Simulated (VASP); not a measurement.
# SiO2 (I-4m2) in VASP: relaxation of cell and atoms with PBE

Aim: the relaxation of cell and atoms of SiO2 with PBE.

Everything below comes from runs of VASP 6.6.1. Logs are shortened: lines on timing, memory, paths and dates and some standing lists are left out, and cuts for length are marked.

## 1. The cell of the first run

Symmetry: I-4m2, No. 119, tetragonal system. The conventional cell has a = 4.990 Å, b = 4.990 Å, c = 7.245 Å, α = 90.00°, β = 90.00°, γ = 90.00°. Within 1.8 Å of Si (site symmetry -4m2) lie 4 O at 1.35 Å. Si (site symmetry -4m2) has 4 O at 1.77 Å within 2.4 Å. O (site symmetry m) has 2 Si at 1.35 to 1.77 Å within 1.8 Å.

## 2. Relaxation of cell and atoms, PBE

File INCAR:

```
SYSTEM = SiO2
ALGO     = Normal         ! electronic algorithm
EDIFF    = 1E-7           ! SCF threshold, eV
EDIFFG   = -0.04          ! ionic threshold
ENCUT    = 600            ! plane-wave cutoff, eV
GGA      = PE             ! functional
IBRION   = 2              ! ionic algorithm
ISIF     = 3              ! what is computed and relaxed
ISMEAR   = 0              ! smearing method
LASPH    = .True.         ! aspherical terms in the spheres
LCHARG   = .False.        ! write CHGCAR
LREAL    = .False.        ! projectors in reciprocal space
LWAVE    = .False.        ! write WAVECAR
NELM     = 60             ! most SCF steps
NSW      = 90             ! ionic steps
PREC     = Accurate       ! precision mode
SIGMA    = 0.1            ! smearing width, eV
```

File KPOINTS:

```
k-points
0
Gamma
  6 6 6
  0 0 0
```

File POSCAR:

```
SiO2
1.0
   -2.4951521700      2.4951521700      3.6226437400
    2.4951521700     -2.4951521700      3.6226437400
    2.4951521700      2.4951521700     -3.6226437400
Si O
2 4
Direct
    0.5000000000      0.5000000000      0.0000000000
    0.2500000000      0.7500000000      0.5000000000
    0.8217442800      0.6340132000      0.1877310800
    0.3659868000      0.1782557200      0.8122689200
    0.3659868000      0.5537178800      0.1877310800
    0.4462821200      0.6340132000      0.8122689200
```

Potentials or basis: VASP PAW PBE potentials, release 64 (Si, O).

Command:

```bash
$ cat potpaw_PBE.64/Si/POTCAR potpaw_PBE.64/O/POTCAR > POTCAR
$ mpirun -np 1 vasp_std > vasp.out
```

OUTCAR:

```text
SYSTEM = SiO2
   EDIFF = 1E-7
   EDIFFG = -0.04
   ENCUT = 600
   GGA = PE
   IBRION = 2
   ISIF = 3
   ISMEAR = 0
   LASPH = .True.
   LREAL = .False.
   NELM = 60
   NSW = 90
   PREC = Accurate

 ion  position               nearest neighbor table
   1  0.500  0.500  0.000-   5 1.35   6 1.35   3 1.35   4 1.35   2 3.08   2 3.08   2 3.08   2 3.08

   2  0.250  0.750  0.500-   3 1.77   4 1.77   5 1.77   6 1.77   1 3.08   1 3.08   1 3.08   1 3.08

   3  0.822  0.634  0.188-   1 1.35   2 1.77   6 1.87
   4  0.366  0.178  0.812-   1 1.35   2 1.77   5 1.87
   5  0.366  0.554  0.188-   1 1.35   2 1.77   4 1.87
   6  0.446  0.634  0.812-   1 1.35   2 1.77   3 1.87

  LATTYP: Found a body centered tetragonal cell.
 ALAT       =     4.9903043400
 C/A-ratio  =     1.4518728691

  Lattice vectors:

 A1 = (  -2.4951521700,   2.4951521700,   3.6226437400)
 A2 = (   2.4951521700,  -2.4951521700,   3.6226437400)
 A3 = (   2.4951521700,   2.4951521700,  -3.6226437400)

Analysis of symmetry for initial positions (statically):
=====================================================================
 Subroutine PRICEL returns:
 Original cell was already a primitive cell.

 Routine SETGRP: Setting up the symmetry group for a
 body centered tetragonal supercell.

 Subroutine GETGRP returns: Found  8 space group operations
 (whereof  8 operations were pure point group operations)
 out of a pool of 16 trial point group operations.

The static configuration has the point symmetry D_2d.

Analysis of symmetry for dynamics (positions and initial velocities):
=====================================================================
 Subroutine PRICEL returns:
 Original cell was already a primitive cell.

 Routine SETGRP: Setting up the symmetry group for a
 body centered tetragonal supercell.

 Subroutine GETGRP returns: Found  8 space group operations
 (whereof  8 operations were pure point group operations)
 out of a pool of 16 trial point group operations.

The dynamic configuration has the point symmetry D_2d.

 Subroutine INISYM returns: Found  8 space group operations
 (whereof  8 operations are pure point group operations),
 and found     1 'primitive' translations

----------------------------------------------------------------------------------------

                                     Primitive cell

  volume of cell :      90.2152

  direct lattice vectors                    reciprocal lattice vectors
    -2.495152170  2.495152170  3.622643740     0.000000000  0.200388580  0.138020748
     2.495152170 -2.495152170  3.622643740     0.200388580  0.000000000  0.138020748
     2.495152170  2.495152170 -3.622643740     0.200388580  0.200388580  0.000000000

  length of vectors
     5.057184629  5.057184629  5.057184629     0.243321413  0.243321413  0.283392247

  position of ions in fractional coordinates (direct lattice)
     0.500000000  0.500000000  0.000000000
     0.250000000  0.750000000  0.500000000
     0.821744280  0.634013200  0.187731080
     0.365986800  0.178255720  0.812268920
     0.365986800  0.553717880  0.187731080
     0.446282120  0.634013200  0.812268920

  ion indices of the primitive-cell ions
   primitive index   ion index
                 1           1
                 2           2
                 3           3
                 4           4
                 5           5
                 6           6

----------------------------------------------------------------------------------------

 KPOINTS: k-points

Automatic generation of k-mesh.
 Grid dimensions read from file:
 generate k-points for:    6    6    6

 Generating k-lattice:

  Cartesian coordinates                     Fractional coordinates (reciprocal lattice)
     0.000000000  0.033398097  0.023003458     0.166666667  0.000000000 -0.000000000
     0.033398097  0.000000000  0.023003458     0.000000000  0.166666667 -0.000000000
     0.033398097  0.033398097  0.000000000     0.000000000  0.000000000  0.166666667

  Length of vectors
     0.040553569  0.040553569  0.047232041

  Shift w.r.t. Gamma in fractional coordinates (k-lattice)
     0.000000000  0.000000000  0.000000000

 Subroutine IBZKPT returns following result:
 ===========================================

 Found     30 irreducible k-points:

 Following reciprocal coordinates:
            Coordinates               Weight
  0.000000  0.000000  0.000000      1.000000
  0.166667 -0.000000  0.000000      8.000000
  0.333333 -0.000000  0.000000      8.000000
  0.500000 -0.000000  0.000000      4.000000
  0.166667  0.166667  0.000000      8.000000
  0.333333  0.166667  0.000000     16.000000
[... 16 lines left out ...]
 -0.333333 -0.333333  0.166667      8.000000
 -0.166667 -0.333333  0.166667      8.000000
 [... further k-points ...]
   k-points           NKPTS =     30   k-points in BZ     NKDIM =     30   number of bands    NBANDS=     20
   number of dos      NEDOS =    301   number of ions     NIONS =      6
   total plane-waves  NPLWV =  64000
   dimension x,y,z NGX =    40 NGY =   40 NGZ =   40
   dimension x,y,z NGXF=    80 NGYF=   80 NGZF=   80
   ions per type =               2   4
   NGX,Y,Z   is equivalent  to a cutoff of  13.15, 13.15, 13.15 a.u.
   NGXF,Y,Z  is equivalent  to a cutoff of  26.30, 26.30, 26.30 a.u.
 SYSTEM =  SiO2
   PREC   = accura    normal or accurate (medium, high low for compatibility)
   ISTART =      0    job   : 0-new  1-cont  2-samecut
   ICHARG =      2    charge: 1-file 2-atom 10-const
   ISPIN  =      1    spin polarized calculation?
   LNONCOLLINEAR =      F non collinear calculations
   LSORBIT =      F    spin-orbit coupling
   LASPH  =      T    aspherical Exc in radial PAW
   ENCUT  =  600.0 eV  44.10 Ry    6.64 a.u.  10.10 10.10 10.10*2*pi/ulx,y,z
   NELM   =     60;   NELMIN=  2; NELMDL= -5     # of ELM steps
   EDIFF  = 0.1E-06   stopping-criterion for ELM
   LREAL  =      F    real-space projection
   EDIFFG = -.4E-01   stopping-criterion for IOM
   NSW    =     90    number of steps for IOM
   IBRION =      2    ionic relax: 0-MD 1-quasi-New 2-CG
   NFREE  =      1    steps in history (QN), initial steepest desc. (CG)
   ISIF   =      3    stress and relaxation
   ISYM   =      2    0-nonsym 1-usesym 2-fastsym
   POTIM  = 0.5000    time-step for ionic-motion
   TEBEG  =    0.0;   TEEND  =   0.0 temperature during run
   PSTRESS=    0.0 pullay stress
   NELECT =      32.0000    total number of electrons
   NUPDOWN=      -1.0000    fix difference up-down
   EMIN   =  10.00;   EMAX   =-10.00  energy-range for DOS
   EFERMI =   0.00;   METHOD = LEGACY
   ISMEAR =     0;   SIGMA  =   0.10  broadening in eV -4-tet -1-fermi 0-gaus
   EFERMI_NEDOS =   21; number of points for ismear=-14 and -15
   IALGO  =     38    algorithm
   IMIX   =      4    mixing-type and parameters
     AMIX     =   0.40;   BMIX     =  1.00
     AMIX_MAG =   1.60;   BMIX_MAG =  1.00
  volume/ion in A,a.u.               =      15.04       101.47
  Fermi-wavevector in a.u.,A,eV,Ry     =   1.158862  2.189931 18.272085  1.342960
  Thomas-Fermi vector in A             =   2.295460
   LORBIT       =      0    0 simple, 1 ext, 2 COOP (PROOUT), +10 PAW based schemes
   GGA     = PE    functional components
   LHFCALC =     F    Hartree Fock is set to
   AEXX    =    0.0000 exact exchange contribution
   IVDW    =     0    specifies the selected vdW correction
   LEPSILON=     F    determine dielectric tensor
   LRPA    =     F    only Hartree local field effects (RPA)
 conjugate gradient relaxation of ions
 non-spin polarized calculation
 Gauss-broadening in eV      SIGMA  =   0.10
  energy-cutoff  :      600.00
  volume of cell :       90.22
 maximum number of plane-waves:      3026
   NGX = 21   NGY = 21   NGZ = 21

--------------------------------------- Ionic step        1  -------------------------------------------

 number of electron      32.0000004 magnetization

 Free energy of the ion-electron system (eV)
  ---------------------------------------------------
  ext. energy  EPLUGINS =         0.00000000
  ---------------------------------------------------
  free energy    TOTEN  =       -34.31748777 eV

  energy without entropy =      -34.31748777  energy(sigma->0) =      -34.31748777

------------------------ aborting loop because EDIFF is reached ----------------------------------------

  FORCE on cell =-STRESS in cart. coord.  units (eV):
  Direction    XX          YY          ZZ          XY          YZ          ZX
  --------------------------------------------------------------------------------------
  -------------------------------------------------------------------------------------
  Total       27.5739548     27.5739548     48.4521220      0.0000000      0.0000000      0.0000000
  in kB      489.6998267    489.6998267    860.4857702      0.0000000      0.0000000      0.0000000
  external PRESSURE =     613.2951412 kB  Pullay stress =       0.0000000 kB
[... 101 lines left out ...]
  FREE ENERGIE OF THE ION-ELECTRON SYSTEM (eV)
  ---------------------------------------------------
  free  energy   TOTEN  =       -43.1654997805 eV

  energy  without entropy=      -43.1654997805  energy(sigma->0) =      -43.16549978

 E-fermi :   0.1470     XC(G=0):  -7.6741

 val. band max:       -0.2739313399   @ k =   0.0000   0.0000   0.0000
 cond. band min:       4.5809078585   @ k =   0.0000   0.0000   0.0000
 fundamental gap:      4.8548391984
 Fermi energy:         0.1469910064

 k-point     1 :       0.0000    0.0000    0.0000
  band No.  band energies     occupation
      1     -20.1394      2.00000
      2     -18.1411      2.00000
      3     -17.7877      2.00000
      4     -17.7877      2.00000
      5     -10.5909      2.00000
      6      -6.3855      2.00000
[... 541 lines left out ...]
     19       8.5903      0.00000
     20       9.0734      0.00000

 [... further k-points ...]

[... ionic steps 4 to 39 ...]

--------------------------------------- Ionic step       40  -------------------------------------------

 number of electron      32.0000007 magnetization

------------------------ aborting loop because EDIFF is reached ----------------------------------------
[... 75 lines left out ...]
--------------------------------------- Ionic step       42  -------------------------------------------

 number of electron      32.0000007 magnetization

 Free energy of the ion-electron system (eV)
  ---------------------------------------------------
  ext. energy  EPLUGINS =         0.00000000
  ---------------------------------------------------
  free energy    TOTEN  =       -47.41152827 eV

  energy without entropy =      -47.41152827  energy(sigma->0) =      -47.41152827

 E-fermi :  -0.4921     XC(G=0):  -7.4141

 val. band max:       -0.9859517932   @ k =   0.5000  -0.0000   0.0000
 cond. band min:       4.3847264716   @ k =   0.0000   0.0000   0.0000
 fundamental gap:      5.3706782648
 Fermi energy:        -0.4920899036

 k-point     1 :       0.0000    0.0000    0.0000
  band No.  band energies     occupation
      1     -20.3241      2.00000
      2     -18.3507      2.00000
      3     -18.3472      2.00000
      4     -18.3472      2.00000
      5     -11.0283      2.00000
      6      -6.9034      2.00000
[... 541 lines left out ...]
     19       8.1296      0.00000
     20       8.6801      0.00000

 [... further k-points ...]

------------------------ aborting loop because EDIFF is reached ----------------------------------------

  FORCE on cell =-STRESS in cart. coord.  units (eV):
  Direction    XX          YY          ZZ          XY          YZ          ZX
  --------------------------------------------------------------------------------------
  -------------------------------------------------------------------------------------
  Total        0.0324553      0.0324553     -0.0319215      0.0000000      0.0000000      0.0000000
  in kB        0.5009647      0.5009647     -0.4927253      0.0000000      0.0000000      0.0000000
  external PRESSURE =       0.1697347 kB  Pullay stress =       0.0000000 kB
[... 21 lines left out ...]
  FREE ENERGIE OF THE ION-ELECTRON SYSTEM (eV)
  ---------------------------------------------------
  free  energy   TOTEN  =       -47.4115282669 eV

  energy  without entropy=      -47.4115282669  energy(sigma->0) =      -47.41152827

 reached required accuracy - stopping structural energy minimisation
```

It took 22 min on 1 thread of Intel Xeon Platinum 8375C at 2.90GHz (Ice Lake), shared host; peak memory 0.27 GiB.

What came out:

| Property | Result |
| --- | --- |
| Free energy | -47.4115 eV |
| Relaxed volume | 17.30 Å³/atom |
| Relaxed cell | a = 5.276 Å, b = 5.276 Å, c = 5.276 Å, α = 120.05°, β = 120.05°, γ = 89.92° |
| Space group after relaxing (to 0.1 Å) | Fd-3m (No. 227) |
| Pressure after relaxing | 0.0 GPa |
| Largest force after relaxing | 0.011 eV/Å |
| Band gap on the k mesh | 5.37 eV |

Forces in eV/Å, atoms in the order of the input:
```
Si   0.000  0.000  0.000
Si   0.000  0.000  0.000
O    0.000 -0.002  0.011
O    0.002  0.000 -0.011
O   -0.002  0.000 -0.011
O    0.000  0.002  0.011
```

Final structure:
```
Si O
1.0
    -2.63636    2.63636    3.73352
     2.63636   -2.63636    3.73352
     2.63636    2.63636   -3.73352
Si O
2 4
Direct
  0.50000 0.50000 0.00000
  0.25000 0.75000 0.50000
  0.87499 0.62484 0.25015
  0.37516 0.12501 0.74985
  0.37516 0.62530 0.25015
  0.37470 0.62484 0.74985
```

Levels at points of the mesh, in eV from the valence-band top:
```
           k point  band 12  band 13  band 14  band 15  band 16  band 17  band 18  band 19  band 20
(0.00, 0.00, 0.00)    -2.02    -2.02    -0.01     0.00     0.00     5.37     8.53     8.61     8.62
(0.50, 0.00, 0.00)    -1.94    -1.94    -0.97    -0.97     0.00     7.46     8.07     8.53    10.18
(0.50, 0.50, 0.00)    -2.42    -1.39    -1.39    -0.65    -0.65     8.23     8.24    10.30    10.30
(0.50, 0.50, 0.50)    -2.42    -1.39    -1.38    -0.64    -0.64     8.23     8.23    10.30    10.32
```

Caveat: the volume moved by over 15 % at a fixed basis, so the end points are rough. A k mesh can miss the band edges.
